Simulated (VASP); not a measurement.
Runs of VASP 6.6.1 on Pb. The structure is that of space group P6_3/mmc (No. 194), or close to it. The cells are those of the table. This isn't the form of Pb at room conditions, which is fcc.

| cell | k mesh | gap on the mesh (eV) | pressure (GPa) |
| --- | --- | --- | --- |
| a = 3.358, b = 3.358, c = 10.906 Å, angles 90.0, 90.0, 120.0°, 4 atoms | 12 × 12 × 4 | none | 5.7 |
| a = 3.453, b = 3.453, c = 11.213 Å, angles 90.0, 90.0, 120.0°, 4 atoms | 10 × 10 × 3 | none | (b) |
| a = 3.453, b = 3.453, c = 11.213 Å, angles 90.0, 90.0, 120.0°, 4 atoms | 12 × 12 × 4 | none | 0.2 |
| a = 3.309, b = 3.309, c = 10.746 Å, angles 90.0, 90.0, 120.0°, 4 atoms | 12 × 12 × 4 | none | (a) |
| a = 3.406, b = 3.406, c = 11.062 Å, angles 90.0, 90.0, 120.0°, 4 atoms | 12 × 12 × 4 | none | 2.6 |

Alike in all rows: task single point; level LDA; potentials or basis VASP PAW LDA potentials, release 64 (Pb_d); no spin polarisation; cutoff (eV) 520; smearing fermi-dirac 0.1 eV.

Task: Estimate the missing entries.

Result: (a) 9.5; (b) 0.1.

Caveats: spin-orbit coupling is left out, which moves the levels of the heavy elements; the cell stands under pressure (at least some runs).

A k mesh can miss the band edges, and the runs leave out spin-orbit coupling on Pb.

A gap of «none» marks levels without a gap at the run's occupations.
